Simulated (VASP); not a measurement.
# Al2Ru (I4/mmm) in VASP: single point with PBEsol

Aim: the single point of Al2Ru with PBEsol.

Program: VASP 6.6.1. These are calculated values, not measurements. Logs are shortened: lines on timing, memory, paths and dates and some standing lists are left out, and cuts for length are marked.

### 1 The cell of the first run

It takes space group I4/mmm (No. 139, tetragonal). Conventional cell: a = 3.121 Å, b = 3.121 Å, c = 8.444 Å, α = 90.00°, β = 90.00°, γ = 90.00°. Within 3.4 Å of Al (site symmetry 4mm) lie 5 Ru at 2.58 to 2.88 Å and 9 Al at 2.69 to 3.12 Å. Within 3.4 Å of Ru (site symmetry 4/mmm) lie 10 Al at 2.58 to 2.88 Å and 4 Ru at 3.12 Å.

### 2 Single point, PBEsol

Input file INCAR:

```
PREC = Accurate
ENCUT = 520
EDIFF = 1E-6
ISMEAR = -1
SIGMA = 0.1
LREAL = F
LASPH = T
NELM = 80
ALGO = Normal
ISIF = 2
LWAVE = F
LCHARG = F
GGA = PS
NBANDS = 17
```

Input file KPOINTS:

```
regular mesh
0
Gamma
  15 15 15
```

Input file POSCAR:

```
Al2Ru
1.0
   -1.5604216200      1.5604216200      4.2218055900
    1.5604216200     -1.5604216200      4.2218055900
    1.5604216200      1.5604216200     -4.2218055900
Al Ru
2 1
Direct
    0.6592021900      0.6592021900      0.0000000000
    0.3407978100      0.3407978100      0.0000000000
    0.0000000000      0.0000000000      0.0000000000
```

Potentials or basis: VASP PAW PBE potentials, release 64 (Al, Ru_pv).

Launch:

```sh
> cat potpaw_PBE.64/Al/POTCAR potpaw_PBE.64/Ru_pv/POTCAR > POTCAR
> mpirun -np 1 vasp_std > vasp.out
```

OUTCAR:

```text
PREC = Accurate
   ENCUT = 520
   EDIFF = 1E-6
   ISMEAR = -1
   LREAL = F
   LASPH = T
   NELM = 80
   ISIF = 2
   GGA = PS

 ion  position               nearest neighbor table
   1  0.659  0.659  0.000-   3 2.58   3 2.58   3 2.58   3 2.58   2 2.69   2 2.69   2 2.69   2 2.69
                             2 2.69   3 2.88
   2  0.341  0.341  0.000-   3 2.58   3 2.58   3 2.58   3 2.58   1 2.69   1 2.69   1 2.69   1 2.69
                             1 2.69   3 2.88
   3  0.000  0.000  0.000-   1 2.58   1 2.58   1 2.58   2 2.58   1 2.58   2 2.58   2 2.58   2 2.58
                             1 2.88   2 2.88

  LATTYP: Found a body centered tetragonal cell.
 ALAT       =     3.1208432400
 C/A-ratio  =     2.7055544065

  Lattice vectors:

 A1 = (  -1.5604216200,   1.5604216200,   4.2218055900)
 A2 = (   1.5604216200,  -1.5604216200,   4.2218055900)
 A3 = (   1.5604216200,   1.5604216200,  -4.2218055900)

Analysis of symmetry for initial positions (statically):
=====================================================================
 Subroutine PRICEL returns:
 Original cell was already a primitive cell.

 Routine SETGRP: Setting up the symmetry group for a
 body centered tetragonal supercell.

 Subroutine GETGRP returns: Found 16 space group operations
 (whereof 16 operations were pure point group operations)
 out of a pool of 16 trial point group operations.

The static configuration has the point symmetry D_4h.

Analysis of symmetry for dynamics (positions and initial velocities):
=====================================================================
 Subroutine PRICEL returns:
 Original cell was already a primitive cell.

 Routine SETGRP: Setting up the symmetry group for a
 body centered tetragonal supercell.

 Subroutine GETGRP returns: Found 16 space group operations
 (whereof 16 operations were pure point group operations)
 out of a pool of 16 trial point group operations.

The dynamic configuration has the point symmetry D_4h.

 Subroutine INISYM returns: Found 16 space group operations
 (whereof 16 operations are pure point group operations),
 and found     1 'primitive' translations

----------------------------------------------------------------------------------------

                                     Primitive cell

  volume of cell :      41.1190

  direct lattice vectors                    reciprocal lattice vectors
    -1.560421620  1.560421620  4.221805590     0.000000000  0.320426219  0.118432739
     1.560421620 -1.560421620  4.221805590     0.320426219  0.000000000  0.118432739
     1.560421620  1.560421620 -4.221805590     0.320426219  0.320426219  0.000000000

  length of vectors
     4.763766756  4.763766756  4.763766756     0.341612757  0.341612757  0.453151105

  position of ions in fractional coordinates (direct lattice)
     0.659202190  0.659202190  0.000000000
     0.340797810  0.340797810  0.000000000
     0.000000000  0.000000000  0.000000000

  ion indices of the primitive-cell ions
   primitive index   ion index
                 1           1
                 2           2
                 3           3

----------------------------------------------------------------------------------------

 KPOINTS: regular mesh

Automatic generation of k-mesh.
 Grid dimensions read from file:
 generate k-points for:   15   15   15

 Generating k-lattice:

  Cartesian coordinates                     Fractional coordinates (reciprocal lattice)
     0.000000000  0.021361748  0.007895516     0.066666667  0.000000000  0.000000000
     0.021361748  0.000000000  0.007895516     0.000000000  0.066666667  0.000000000
     0.021361748  0.021361748  0.000000000     0.000000000  0.000000000  0.066666667

  Length of vectors
     0.022774184  0.022774184  0.030210074

  Shift w.r.t. Gamma in fractional coordinates (k-lattice)
     0.000000000  0.000000000  0.000000000

 Subroutine IBZKPT returns following result:
 ===========================================

 Found    288 irreducible k-points:

 Following reciprocal coordinates:
            Coordinates               Weight
  0.000000  0.000000  0.000000      1.000000
  0.066667  0.000000 -0.000000      8.000000
  0.133333  0.000000  0.000000      8.000000
  0.200000  0.000000 -0.000000      8.000000
  0.266667  0.000000  0.000000      8.000000
  0.333333  0.000000 -0.000000      8.000000
[... 16 lines left out ...]
  0.133333  0.133333  0.000000      8.000000
  0.200000  0.133333 -0.000000     16.000000
 [... further k-points ...]
   k-points           NKPTS =    288   k-points in BZ     NKDIM =    288   number of bands    NBANDS=     17
   number of dos      NEDOS =    301   number of ions     NIONS =      3
   total plane-waves  NPLWV =  46656
   dimension x,y,z NGX =    36 NGY =   36 NGZ =   36
   dimension x,y,z NGXF=    72 NGYF=   72 NGZF=   72
   ions per type =               2   1
   NGX,Y,Z   is equivalent  to a cutoff of  12.56, 12.56, 12.56 a.u.
   NGXF,Y,Z  is equivalent  to a cutoff of  25.13, 25.13, 25.13 a.u.
 SYSTEM =  unknown system
   PREC   = accura    normal or accurate (medium, high low for compatibility)
   ISTART =      0    job   : 0-new  1-cont  2-samecut
   ICHARG =      2    charge: 1-file 2-atom 10-const
   ISPIN  =      1    spin polarized calculation?
   LNONCOLLINEAR =      F non collinear calculations
   LSORBIT =      F    spin-orbit coupling
   LASPH  =      T    aspherical Exc in radial PAW
   ENCUT  =  520.0 eV  38.22 Ry    6.18 a.u.   8.86  8.86  8.86*2*pi/ulx,y,z
   NELM   =     80;   NELMIN=  2; NELMDL= -5     # of ELM steps
   EDIFF  = 0.1E-05   stopping-criterion for ELM
   LREAL  =      F    real-space projection
   EDIFFG = 0.1E-04   stopping-criterion for IOM
   NSW    =      0    number of steps for IOM
   IBRION =     -1    ionic relax: 0-MD 1-quasi-New 2-CG
   NFREE  =      0    steps in history (QN), initial steepest desc. (CG)
   ISIF   =      2    stress and relaxation
   ISYM   =      2    0-nonsym 1-usesym 2-fastsym
   POTIM  = 0.5000    time-step for ionic-motion
   TEBEG  =    0.0;   TEEND  =   0.0 temperature during run
   PSTRESS=    0.0 pullay stress
   NELECT =      20.0000    total number of electrons
   NUPDOWN=      -1.0000    fix difference up-down
   EMIN   =  10.00;   EMAX   =-10.00  energy-range for DOS
   EFERMI =   0.00;   METHOD = LEGACY
   ISMEAR =    -1;   SIGMA  =   0.10  broadening in eV -4-tet -1-fermi 0-gaus
   EFERMI_NEDOS =   21; number of points for ismear=-14 and -15
   IALGO  =     38    algorithm
   IMIX   =      4    mixing-type and parameters
     AMIX     =   0.40;   BMIX     =  1.00
     AMIX_MAG =   1.60;   BMIX_MAG =  1.00
  volume/ion in A,a.u.               =      13.71        92.49
  Fermi-wavevector in a.u.,A,eV,Ry     =   1.287471  2.432967 22.552766  1.657582
  Thomas-Fermi vector in A             =   2.419483
   LORBIT       =      0    0 simple, 1 ext, 2 COOP (PROOUT), +10 PAW based schemes
   GGA     = PS    functional components
   LHFCALC =     F    Hartree Fock is set to
   AEXX    =    0.0000 exact exchange contribution
   IVDW    =     0    specifies the selected vdW correction
   LEPSILON=     F    determine dielectric tensor
   LRPA    =     F    only Hartree local field effects (RPA)
 non-spin polarized calculation
  energy-cutoff  :      520.00
  volume of cell :       41.12
 maximum number of plane-waves:      1123
   NGX = 17   NGY = 17   NGZ = 17

 number of electron      19.9999999 magnetization

 Free energy of the ion-electron system (eV)
  ---------------------------------------------------
  ext. energy  EPLUGINS =         0.00000000
  ---------------------------------------------------
  free energy    TOTEN  =       -20.33398074 eV

  energy without entropy =      -20.32040923  energy(sigma->0) =      -20.32719498

 E-fermi :  10.4649     XC(G=0): -12.0212

 val. band max:       10.3978441873   @ k =  -0.3333   0.2000   0.0667
 cond. band min:      10.4903566734   @ k =  -0.2667   0.2000   0.0000
 fundamental gap:      0.0925124861
 Fermi energy:        10.4648677406

 k-point     1 :       0.0000    0.0000    0.0000
  band No.  band energies     occupation
      1     -32.0358      2.00000
      2     -32.0358      2.00000
      3     -31.9629      2.00000
      4      -0.4012      2.00000
      5       5.0941      2.00000
      6       6.7054      2.00000
[... 9 lines left out ...]
     16      16.7557      0.00000
     17      18.2510      0.00000

 k-point     2 :       0.0667    0.0000   -0.0000
  band No.  band energies     occupation
      1     -32.0416      2.00000
      2     -32.0353      2.00000
      3     -31.9623      2.00000
      4      -0.3176      2.00000
      5       5.1322      2.00000
      6       6.7348      2.00000
[... 9 lines left out ...]
     16      17.1334      0.00000
     17      18.9759      0.00000

 k-point     3 :       0.1333    0.0000    0.0000
  band No.  band energies     occupation
      1     -32.0581      2.00000
      2     -32.0339      2.00000
      3     -31.9608      2.00000
      4      -0.0694      2.00000
      5       5.2362      2.00000
      6       6.8078      2.00000
[... 9 lines left out ...]
     16      17.8047      0.00000
     17      20.3654      0.00000

 k-point     4 :       0.2000    0.0000   -0.0000
  band No.  band energies     occupation
      1     -32.0823      2.00000
      2     -32.0318      2.00000
      3     -31.9584      2.00000
      4       0.3366      2.00000
      5       5.3689      2.00000
      6       6.8136      2.00000
[... 9 lines left out ...]
     16      18.6931      0.00000
     17      21.3966      0.00000

 k-point     5 :       0.2667    0.0000    0.0000
  band No.  band energies     occupation
      1     -32.1099      2.00000
      2     -32.0294      2.00000
      3     -31.9558      2.00000
      4       0.8885      2.00000
      5       5.4430      2.00000
      6       6.5467      2.00000
[... 9 lines left out ...]
     16      19.7281      0.00000
     17      20.9557      0.00000

 k-point     6 :       0.3333    0.0000   -0.0000
  band No.  band energies     occupation
      1     -32.1363      2.00000
      2     -32.0270      2.00000
      3     -31.9532      2.00000
      4       1.5685      2.00000
      5       5.3031      2.00000
      6       6.2990      2.00000
[... 9 lines left out ...]
     16      20.6544      0.00000
     17      20.6898      0.00000

 k-point     7 :       0.4000    0.0000   -0.0000
  band No.  band energies     occupation
      1     -32.1568      2.00000
      2     -32.0252      2.00000
      3     -31.9512      2.00000
      4       2.3483      2.00000
      5       4.8500      2.00000
      6       6.0793      2.00000
[... 9 lines left out ...]
     16      19.9184      0.00000
     17      20.6944      0.00000

 k-point     8 :       0.4667    0.0000   -0.0000
  band No.  band energies     occupation
      1     -32.1679      2.00000
      2     -32.0243      2.00000
      3     -31.9502      2.00000
      4       3.1585      2.00000
      5       4.1630      2.00000
      6       5.9355      2.00000
[... 9 lines left out ...]
     16      19.3347      0.00000
     17      20.2988      0.00000
[... 203 lines left out ...]
      1     -32.1093      2.00000
      2     -32.0351      2.00000
      3     -31.9551      2.00000
      4       0.8924      2.00000
      5       5.6630      2.00000
      6       6.5443      2.00000
[... 9 lines left out ...]
     16      19.1610      0.00000
     17      20.8783      0.00000

 k-point    20 :      -0.2000    0.0667    0.0000
  band No.  band energies     occupation
      1     -32.0817      2.00000
      2     -32.0375      2.00000
      3     -31.9578      2.00000
      4       0.3590      2.00000
      5       5.5634      2.00000
      6       6.8733      2.00000
[... 9 lines left out ...]
     16      18.7079      0.00000
     17      21.6628      0.00000

 k-point    21 :      -0.1333    0.0667    0.0000
  band No.  band energies     occupation
      1     -32.0576      2.00000
      2     -32.0397      2.00000
      3     -31.9601      2.00000
      4      -0.0269      2.00000
      5       5.3775      2.00000
      6       6.8561      2.00000
[... 9 lines left out ...]
     16      18.2439      0.00000
     17      20.5204      0.00000

 k-point    22 :      -0.0667    0.0667    0.0000
  band No.  band energies     occupation
      1     -32.0413      2.00000
      2     -32.0409      2.00000
      3     -31.9617      2.00000
      4      -0.2545      2.00000
      5       5.2217      2.00000
      6       6.7700      2.00000
[... 9 lines left out ...]
     16      17.6668      0.00000
     17      19.3550      0.00000

 k-point    23 :       0.1333    0.1333    0.0000
  band No.  band energies     occupation
      1     -32.0567      2.00000
      2     -32.0554      2.00000
      3     -31.9588      2.00000
      4       0.3321      2.00000
      5       5.1527      2.00000
      6       6.9042      2.00000
[... 9 lines left out ...]
     16      19.6412      0.00000
     17      20.7907      0.00000

 k-point    24 :       0.2000    0.1333   -0.0000
  band No.  band energies     occupation
      1     -32.0801      2.00000
      2     -32.0538      2.00000
      3     -31.9565      2.00000
      4       0.7631      2.00000
      5       5.1781      2.00000
      6       6.9296      2.00000
[... 9 lines left out ...]
     16      20.1411      0.00000
     17      20.9494      0.00000

 [... further k-points ...]
[... 5 lines left out ...]
  --------------------------------------------------------------------------------------
  -------------------------------------------------------------------------------------
  Total        0.0059146      0.0059146     -0.2400759      0.0000000      0.0000000      0.0000000
  in kB        0.2304576      0.2304576     -9.3544238      0.0000000      0.0000000      0.0000000
  external PRESSURE =      -2.9645029 kB  Pullay stress =       0.0000000 kB

 VOLUME and BASIS-vectors are now :
 -----------------------------------------------------------------------------
  energy-cutoff  :      520.00
  volume of cell :       41.12
      direct lattice vectors                 reciprocal lattice vectors
    -1.560421620  1.560421620  4.221805590     0.000000000  0.320426219  0.118432739
     1.560421620 -1.560421620  4.221805590     0.320426219  0.000000000  0.118432739
     1.560421620  1.560421620 -4.221805590     0.320426219  0.320426219  0.000000000

 POSITION                                       TOTAL-FORCE (eV/Angst)
 -----------------------------------------------------------------------------------
      0.00000      0.00000      5.56605        -0.000000     -0.000000     -0.067380
      0.00000      0.00000      2.87756         0.000000      0.000000      0.067380
      0.00000      0.00000      0.00000        -0.000000     -0.000000      0.000000
 -----------------------------------------------------------------------------------
    total drift:                                0.000000     -0.000000      0.000000

  FREE ENERGIE OF THE ION-ELECTRON SYSTEM (eV)
  ---------------------------------------------------
  free  energy   TOTEN  =       -20.3339807436 eV

  energy  without entropy=      -20.3204092253  energy(sigma->0) =      -20.32719498
```

It took 3.8 min on 1 thread of AMD EPYC 7R13 (Zen 3), shared host; peak memory 0.32 GiB.

Results:

* Free energy: -20.3340 eV
* Pressure: -0.3 GPa
* Largest force: 0.067 eV/Å
* Band gap on the k mesh: zero (bands 10 and 11 overlap by 0.08 eV)

Forces on the atoms (eV/Å):
```
Al   0.000  0.000 -0.067
Al   0.000  0.000  0.067
Ru   0.000  0.000  0.000
```

Caveat: the PAW data sets were made with another functional, which shifts forces and pressure a little.

The gap in the log of VASP goes by the Fermi energy; the results here count the filled bands.